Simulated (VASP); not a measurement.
WC (Qusongite), 2 atoms in the cell. The typed cell holds 2 atoms: a = 2.818 Å, b = 2.949 Å, c = 2.955 Å, α = 92.20°, β = 88.44°, γ = 118.54°. 

* Program: VASP 6.6.1
* Task: single point
* Functional: PBE
* Potentials or basis: VASP PAW PBE potentials, release 64 (W_sv, C)
* Cutoff: 520 eV
* k mesh: 8 × 8 × 7
* Occupations: fermi-dirac, width 0.1 eV
* Spin: no spin polarisation
* Dipole correction: no
* Further INCAR settings: ALGO = Normal; EDIFF = 1e-06; NBANDS = 16

Potentials or basis: VASP PAW PBE potentials, release 64 (W_sv, C).

Command:

```bash
$ cat potpaw_PBE.64/W_sv/POTCAR potpaw_PBE.64/C/POTCAR > POTCAR
$ mpirun -np 1 vasp_std > vasp.out
```

Hardware: 1 thread of Intel(R) Xeon(R) Platinum 8259CL CPU @ 2.50GHz (Skylake/Cascade Lake), on a shared host.

Q: Estimate the wall time of this run.

A: Run time: 43 s on 1 thread of Intel(R) Xeon(R) Platinum 8259CL CPU @ 2.50GHz (Skylake/Cascade Lake), on a shared host, peak memory 0.2 GiB. Counts: scf iterations 12, k points 226.
